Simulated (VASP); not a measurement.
# Os in VASP: a series of runs, part 2 of 2

VASP 6.6.1.

### 4 Electric field gradients, PBE (equal xx and yy strain of -3 %)

INCAR reads:

```
SYSTEM = Os
PREC = Accurate ; ENCUT = 520
EDIFF = 1E-8 ; ISMEAR = -1
SIGMA = 0.05 ; LREAL = .False.
LASPH = .True. ; NELM = 60
ALGO = Normal ; ISIF = 2
LWAVE = .False. ; LCHARG = .False.
GGA = PE ; LEFG = .True.
NBANDS = 10
```

KPOINTS reads:

```
Automatic mesh
0
Gamma
  14 14 14
  0 0 0
```

POSCAR reads:

```
Os
1.0
    0.0000000000      1.8866500000      1.9450000000
    1.8866500000      0.0000000000      1.9450000000
    1.8866500000      1.8866500000      0.0000000000
Os
1
Direct
    0.0000000000      0.0000000000      0.0000000000
```

Potentials or basis: VASP PAW PBE potentials, release 64 (Os).

Command:

```
> cat potpaw_PBE.64/Os/POTCAR > POTCAR
> mpirun -np 1 vasp_std > vasp.out
```

OUTCAR:

```text
SYSTEM = Os
   PREC = Accurate
   ENCUT = 520
   EDIFF = 1E-8
   ISMEAR = -1
   LREAL = .False.
   LASPH = .True.
   NELM = 60
   ISIF = 2
   GGA = PE

 ion  position               nearest neighbor table
   1  0.000  0.000  0.000-

  LATTYP: Found a body centered tetragonal cell.
 ALAT       =     2.6681260175
 C/A-ratio  =     1.4579521262

  Lattice vectors:

 A1 = (  -1.8866500000,   0.0000000000,   1.9450000000)
 A2 = (   1.8866500000,   0.0000000000,   1.9450000000)
 A3 = (   0.0000000000,   1.8866500000,  -1.9450000000)

Analysis of symmetry for initial positions (statically):
=====================================================================
 Subroutine PRICEL returns:
 Original cell was already a primitive cell.

 Routine SETGRP: Setting up the symmetry group for a
 body centered tetragonal supercell.

 Subroutine GETGRP returns: Found 16 space group operations
 (whereof 16 operations were pure point group operations)
 out of a pool of 16 trial point group operations.

The static configuration has the point symmetry D_4h.

Analysis of symmetry for dynamics (positions and initial velocities):
=====================================================================
 Subroutine PRICEL returns:
 Original cell was already a primitive cell.

 Routine SETGRP: Setting up the symmetry group for a
 body centered tetragonal supercell.

 Subroutine GETGRP returns: Found 16 space group operations
 (whereof 16 operations were pure point group operations)
 out of a pool of 16 trial point group operations.

The dynamic configuration has the point symmetry D_4h.

 Subroutine INISYM returns: Found 16 space group operations
 (whereof 16 operations are pure point group operations),
 and found     1 'primitive' translations

----------------------------------------------------------------------------------------

                                     Primitive cell

  volume of cell :      13.8463

  direct lattice vectors                    reciprocal lattice vectors
     0.000000000  1.886650000  1.945000000    -0.265020009  0.265020009  0.257069409
     1.886650000  0.000000000  1.945000000     0.265020009 -0.265020009  0.257069409
     1.886650000  1.886650000  0.000000000     0.265020009  0.265020009 -0.257069409

  length of vectors
     2.709699840  2.709699840  2.668126017     0.454484204  0.454484204  0.454484204

  position of ions in fractional coordinates (direct lattice)
     0.000000000  0.000000000  0.000000000

  ion indices of the primitive-cell ions
   primitive index   ion index
                 1           1

----------------------------------------------------------------------------------------

 KPOINTS: Automatic mesh

Automatic generation of k-mesh.
 Grid dimensions read from file:
 generate k-points for:   14   14   14

 Generating k-lattice:

  Cartesian coordinates                     Fractional coordinates (reciprocal lattice)
[... 70 lines left out ...]
   PSTRESS=    0.0 pullay stress
   NELECT =       8.0000    total number of electrons
   NUPDOWN=      -1.0000    fix difference up-down
   EMIN   =  10.00;   EMAX   =-10.00  energy-range for DOS
   EFERMI =   0.00;   METHOD = LEGACY
   ISMEAR =    -1;   SIGMA  =   0.05  broadening in eV -4-tet -1-fermi 0-gaus
   EFERMI_NEDOS =   21; number of points for ismear=-14 and -15
   IALGO  =     38    algorithm
   IMIX   =      4    mixing-type and parameters
     AMIX     =   0.40;   BMIX     =  1.00
     AMIX_MAG =   1.60;   BMIX_MAG =  1.00
  volume/ion in A,a.u.               =      13.85        93.44
  Fermi-wavevector in a.u.,A,eV,Ry     =   1.363518  2.576675 25.295681  1.859180
  Thomas-Fermi vector in A             =   2.489914
   LORBIT       =      0    0 simple, 1 ext, 2 COOP (PROOUT), +10 PAW based schemes
   GGA     = PE    functional components
   LHFCALC =     F    Hartree Fock is set to
   AEXX    =    0.0000 exact exchange contribution
   IVDW    =     0    specifies the selected vdW correction
   LEPSILON=     F    determine dielectric tensor
   LRPA    =     F    only Hartree local field effects (RPA)
 non-spin polarized calculation
  energy-cutoff  :      520.00
  volume of cell :       13.85
 maximum number of plane-waves:       386
   NGX =  9   NGY =  9   NGZ =  9

 number of electron       7.9999999 magnetization

 Free energy of the ion-electron system (eV)
  ---------------------------------------------------
  ext. energy  EPLUGINS =         0.00000000
  ---------------------------------------------------
  free energy    TOTEN  =       -11.07637672 eV

  energy without entropy =      -11.06707123  energy(sigma->0) =      -11.07172398

 E-fermi :   9.4616     XC(G=0): -14.1162

 val. band max:        9.4494247077   @ k =   0.4286   0.0000   0.2857
 cond. band min:       9.4678466173   @ k =   0.3571   0.2857   0.0714
 fundamental gap:      0.0184219095
 Fermi energy:         9.4616142312

 k-point     1 :       0.0000    0.0000    0.0000
  band No.  band energies     occupation
      1      -1.4140      2.00000
      2       6.1596      2.00000
      3       6.6137      2.00000
      4       6.6137      2.00000
      5       9.2470      1.97303
      6       9.8495      0.00086
      7      23.7683      0.00000
      8      28.9359      0.00000
      9      29.9933      0.00000
     10      29.9933      0.00000
[... 287 lines left out ...]
 k-point    24 :       0.2857    0.1429    0.0000
  band No.  band energies     occupation
      1       1.4110      2.00000
      2       4.7908      2.00000
      3       6.6096      2.00000
      4       7.9090      2.00000
      5       9.2210      1.98386
      6      10.7465      0.00000
      7      25.2846      0.00000
      8      28.1317      0.00000
      9      30.8302      0.00000
     10      31.1098      0.00000

 [... further k-points ...]

------------------------ aborting loop because EDIFF is reached ----------------------------------------

  FORCE on cell =-STRESS in cart. coord.  units (eV):
  Direction    XX          YY          ZZ          XY          YZ          ZX
  --------------------------------------------------------------------------------------
  -------------------------------------------------------------------------------------
  Total        1.6218322      1.6218322      0.7282963      0.0000000      0.0000000     -0.0000000
  in kB      187.6654058    187.6654058     84.2725985      0.0000000      0.0000000     -0.0000000
  external PRESSURE =     153.2011367 kB  Pullay stress =       0.0000000 kB

 VOLUME and BASIS-vectors are now :
 -----------------------------------------------------------------------------
  energy-cutoff  :      520.00
  volume of cell :       13.85
      direct lattice vectors                 reciprocal lattice vectors
     0.000000000  1.886650000  1.945000000    -0.265020009  0.265020009  0.257069409
     1.886650000  0.000000000  1.945000000     0.265020009 -0.265020009  0.257069409
     1.886650000  1.886650000  0.000000000     0.265020009  0.265020009 -0.257069409

 POSITION                                       TOTAL-FORCE (eV/Angst)
 -----------------------------------------------------------------------------------
      0.00000      0.00000      0.00000         0.000000      0.000000      0.000000
 -----------------------------------------------------------------------------------
    total drift:                                0.000000      0.000000     -0.000000

  FREE ENERGIE OF THE ION-ELECTRON SYSTEM (eV)
  ---------------------------------------------------
  free  energy   TOTEN  =       -11.0763767225 eV

  energy  without entropy=      -11.0670712296  energy(sigma->0) =      -11.07172398

 Electric field gradients (V/A^2)
---------------------------------------------------------------------
 ion       V_xx      V_yy      V_zz      V_xy      V_xz      V_yz
---------------------------------------------------------------------
   1      -4.398    -4.398     8.796    -0.000    -0.000    -0.000
---------------------------------------------------------------------

 Electric field gradients after diagonalization (V/A^2)
 (convention: |V_zz| > |V_xx| > |V_yy|)
----------------------------------------------------------------------
 ion       V_xx      V_yy      V_zz     asymmetry (V_yy - V_xx)/ V_zz
----------------------------------------------------------------------
   1      -4.398    -4.398     8.796       0.000
----------------------------------------------------------------------

           NMR quadrupolar parameters

 Cq : quadrupolar parameter    Cq=e*Q*V_zz/h
 eta: asymmetry parameters     (V_yy - V_xx)/ V_zz
 Q  : nuclear electric quadrupole moment in mb (millibarn)
----------------------------------------------------------------------
 ion       Cq(MHz)       eta       Q (mb)
----------------------------------------------------------------------
   1       0.021       0.000       1.000
----------------------------------------------------------------------
```

OSZICAR:

```text
N       E                     dE             d eps       ncg     rms          rms(c)
DAV:   1     0.373217851376E+02    0.37322E+02   -0.42336E+03  5032   0.747E+02
DAV:   2    -0.106552835112E+02   -0.47977E+02   -0.44757E+02  5070   0.203E+02
DAV:   3    -0.117505073343E+02   -0.10952E+01   -0.10877E+01  5896   0.283E+01
DAV:   4    -0.117532134066E+02   -0.27061E-02   -0.27058E-02  5314   0.153E+00
DAV:   5    -0.117532223624E+02   -0.89559E-05   -0.89550E-05  5468   0.822E-02    0.170E+01
DAV:   6    -0.112407443484E+02    0.51248E+00   -0.51641E-01  5874   0.571E+00    0.791E+00
DAV:   7    -0.110805497182E+02    0.16019E+00   -0.40399E-01  6062   0.480E+00    0.439E-01
DAV:   8    -0.110778367498E+02    0.27130E-02   -0.20700E-03  5108   0.381E-01    0.317E-01
DAV:   9    -0.110763890667E+02    0.14477E-02   -0.87650E-04  5358   0.314E-01    0.152E-02
DAV:  10    -0.110763803802E+02    0.86865E-05   -0.11007E-05  5294   0.240E-02    0.925E-03
DAV:  11    -0.110763767849E+02    0.35953E-05   -0.94414E-07  5360   0.150E-02    0.283E-03
DAV:  12    -0.110763766574E+02    0.12748E-06   -0.47284E-09  3354   0.617E-04    0.261E-04
DAV:  13    -0.110763767157E+02   -0.58321E-07   -0.16210E-09  2740   0.337E-04    0.121E-04
DAV:  14    -0.110763767225E+02   -0.67378E-08   -0.59294E-11  2592   0.828E-05
   1 F= -.11076377E+02 E0= -.11071724E+02  d E =-.930549E-02
```

stdout:

```text
POSCAR found type information on POSCAR Os
 POSCAR found :  1 types and       1 ions
 scaLAPACK will be used
 LDA part: xc-table for (Slater+PW92), standard interpolation
 POSCAR, INCAR and KPOINTS ok, starting setup
 FFT: planning ... GRIDC
 FFT: planning ... GRID_SOFT
 FFT: planning ... GRID
 WAVECAR not read
 entering main loop
ion   1
```

Wall time 41 s (1 thread of Intel Xeon 8259CL, shared host); peak memory 0.16 GiB.

What came out:

| Property | Result |
| --- | --- |
| Free energy | -11.0764 eV |
| Pressure | 15.3 GPa |
| Band gap on the k mesh | zero (bands 4 and 5 overlap by 4.02 eV) |
| Largest electric field gradient by atom | Os +8.8 V/Å² |

Stress tensor (GPa, compression positive):
```
18.77  0.00  0.00
 0.00 18.77  0.00
 0.00  0.00  8.43
```

Electric field gradients, principal values (V/Å²):
```tsv
atom	least	middle	greatest (by size)
1 Os	-4.398	-4.398	8.796
```

Caveat: the cell differs from its parent crystal (equal xx and yy strain of -3 %); the cell stands under pressure; without QUAD_EFG the Cq values of the log hold for a quadrupole moment of 1 mb, not for the nuclei; spin-orbit coupling is left out, which moves the levels of the heavy elements.

### 5 Electric field gradients, PBE (equal xx and yy strain of -1 %)

INCAR reads:

```
SYSTEM = Os
PREC     = Accurate       ! precision mode
ENCUT    = 520            ! plane-wave cutoff, eV
EDIFF    = 1E-8           ! SCF threshold, eV
ISMEAR   = -1             ! smearing method
SIGMA    = 0.05           ! smearing width, eV
LREAL    = .False.        ! projectors in reciprocal space
LASPH    = .True.         ! aspherical terms in the spheres
NELM     = 100            ! most SCF steps
ALGO     = Normal         ! electronic algorithm
ISIF     = 2              ! what is computed and relaxed
LWAVE    = .False.        ! write WAVECAR
LCHARG   = .False.        ! write CHGCAR
GGA      = PE             ! functional
LEFG     = .True.       
NBANDS   = 10             ! bands
```

KPOINTS reads:

```
regular mesh
0
Gamma
  14 14 14
  0 0 0
```

POSCAR reads:

```
Os
1.0
    0.0000000000      1.9255500000      1.9450000000
    1.9255500000      0.0000000000      1.9450000000
    1.9255500000      1.9255500000      0.0000000000
Os
1
Direct
    0.0000000000      0.0000000000      0.0000000000
```

Potentials or basis: VASP PAW PBE potentials, release 64 (Os).

Command:

```
> cat potpaw_PBE.64/Os/POTCAR > POTCAR
> mpirun -np 1 vasp_std > vasp.out
```

OUTCAR:

```text
SYSTEM = Os
   PREC = Accurate
   ENCUT = 520
   EDIFF = 1E-8
   ISMEAR = -1
   LREAL = .False.
   LASPH = .True.
   NELM = 100
   ISIF = 2
   GGA = PE

 ion  position               nearest neighbor table
   1  0.000  0.000  0.000-

  LATTYP: Found a body centered tetragonal cell.
 ALAT       =     2.7231389250
 C/A-ratio  =     1.4284985479

  Lattice vectors:

 A1 = (  -1.9255500000,   0.0000000000,   1.9450000000)
 A2 = (   1.9255500000,   0.0000000000,   1.9450000000)
 A3 = (   0.0000000000,   1.9255500000,  -1.9450000000)

Analysis of symmetry for initial positions (statically):
[... 515 lines left out ...]

  FREE ENERGIE OF THE ION-ELECTRON SYSTEM (eV)
  ---------------------------------------------------
  free  energy   TOTEN  =       -11.1064818400 eV

  energy  without entropy=      -11.0962530679  energy(sigma->0) =      -11.10136745

 Electric field gradients (V/A^2)
---------------------------------------------------------------------
 ion       V_xx      V_yy      V_zz      V_xy      V_xz      V_yz
---------------------------------------------------------------------
   1      -0.837    -0.837     1.674    -0.000    -0.000    -0.000
---------------------------------------------------------------------

 Electric field gradients after diagonalization (V/A^2)
 (convention: |V_zz| > |V_xx| > |V_yy|)
----------------------------------------------------------------------
 ion       V_xx      V_yy      V_zz     asymmetry (V_yy - V_xx)/ V_zz
----------------------------------------------------------------------
   1      -0.837    -0.837     1.674       0.000
----------------------------------------------------------------------

           NMR quadrupolar parameters

 Cq : quadrupolar parameter    Cq=e*Q*V_zz/h
 eta: asymmetry parameters     (V_yy - V_xx)/ V_zz
 Q  : nuclear electric quadrupole moment in mb (millibarn)
----------------------------------------------------------------------
 ion       Cq(MHz)       eta       Q (mb)
----------------------------------------------------------------------
   1       0.004       0.000       1.000
----------------------------------------------------------------------
```

OSZICAR:

```text
N       E                     dE             d eps       ncg     rms          rms(c)
DAV:   1     0.361780538657E+02    0.36178E+02   -0.41801E+03  4952   0.739E+02
DAV:   2    -0.107087975345E+02   -0.46887E+02   -0.43954E+02  5054   0.200E+02
DAV:   3    -0.118117097474E+02   -0.11029E+01   -0.10982E+01  5768   0.286E+01
DAV:   4    -0.118143807297E+02   -0.26710E-02   -0.26706E-02  5328   0.157E+00
DAV:   5    -0.118143897775E+02   -0.90479E-05   -0.90470E-05  5432   0.847E-02    0.154E+01
DAV:   6    -0.112668339545E+02    0.54756E+00   -0.61138E-01  5876   0.621E+00    0.684E+00
DAV:   7    -0.111106865149E+02    0.15615E+00   -0.42512E-01  6066   0.491E+00    0.365E-01
DAV:   8    -0.111079626462E+02    0.27239E-02   -0.20549E-03  5078   0.370E-01    0.266E-01
DAV:   9    -0.111064901999E+02    0.14724E-02   -0.81404E-04  5314   0.298E-01    0.178E-02
DAV:  10    -0.111064859425E+02    0.42575E-05   -0.98349E-06  5342   0.227E-02    0.897E-03
DAV:  11    -0.111064818931E+02    0.40493E-05   -0.94191E-07  5336   0.147E-02    0.244E-03
DAV:  12    -0.111064818003E+02    0.92868E-07   -0.56451E-09  3418   0.654E-04    0.295E-04
DAV:  13    -0.111064818325E+02   -0.32270E-07   -0.11442E-09  2696   0.330E-04    0.164E-04
DAV:  14    -0.111064818400E+02   -0.74572E-08   -0.59620E-11  2586   0.838E-05
   1 F= -.11106482E+02 E0= -.11101367E+02  d E =-.102288E-01
```

Run time: 50 s. Hardware: 1 thread of Intel Xeon 8259CL, shared host; peak memory 0.16 GiB.

What came out:

```yaml
Free_energy: -11.1065 eV
Pressure: -2.3 GPa
Band_gap_on_the_k_mesh: zero (bands 4 and 5 overlap by 3.64 eV)
Largest_electric_field_gradient_by_atom: Os +1.7 V/Å²
```

Stress tensor (GPa, compression positive):
```
-1.38  0.00  0.00
 0.00 -1.38  0.00
 0.00  0.00 -4.11
```

Levels at points of the mesh, in eV from the Fermi level:
| k point | band 2 | band 3 | band 4 | band 5 | band 6 | band 7 |
| --- | --- | --- | --- | --- | --- | --- |
| (0.00, 0.00, 0.00) | -2.92 | -2.78 | -2.78 | -0.01 | 0.17 | 14.32 |
| (0.50, 0.00, 0.00) | -3.05 | -2.91 | -0.17 | 2.34 | 2.43 | 8.68 |
| (0.50, 0.50, 0.00) | -6.54 | 2.20 | 2.35 | 3.04 | 3.04 | 11.68 |
| (0.50, 0.00, 0.50) | -6.56 | 2.34 | 2.41 | 2.97 | 3.12 | 11.94 |

Electric field gradients, principal values (V/Å²):
| atom | least | middle | greatest (by size) |
| --- | --- | --- | --- |
| 1 Os | -0.837 | -0.837 | 1.674 |

Caveat: the cell differs from its parent crystal (equal xx and yy strain of -1 %); without QUAD_EFG the Cq values of the log hold for a quadrupole moment of 1 mb, not for the nuclei; spin-orbit coupling is left out, which moves the levels of the heavy elements.

### 6 The runs side by side

| cell | gap on the mesh (eV) | pressure (GPa) |
| --- | --- | --- |
| a = 2.751 Å, angles 60.0°, 1 atom | none | -9.7 |
| a = 2.710, b = 2.710, c = 2.668 Å, angles 60.5, 60.5, 59.0°, 1 atom | none | 15.3 |
| a = 2.737, b = 2.737, c = 2.723 Å, angles 60.2, 60.2, 59.7°, 1 atom | none | -2.3 |

Alike in all rows: task electric field gradients; level PBE; potentials or basis VASP PAW PBE potentials, release 64 (Os); no spin polarisation; k mesh 14 × 14 × 14; cutoff (eV) 520; smearing fermi-dirac 0.05 eV.

Caveats: spin-orbit coupling is left out, which moves the levels of the heavy elements; the cell stands under tension (at least some runs); the cell stands under pressure (at least some runs).

Absolute energies hang on the potentials; compare differences alone.
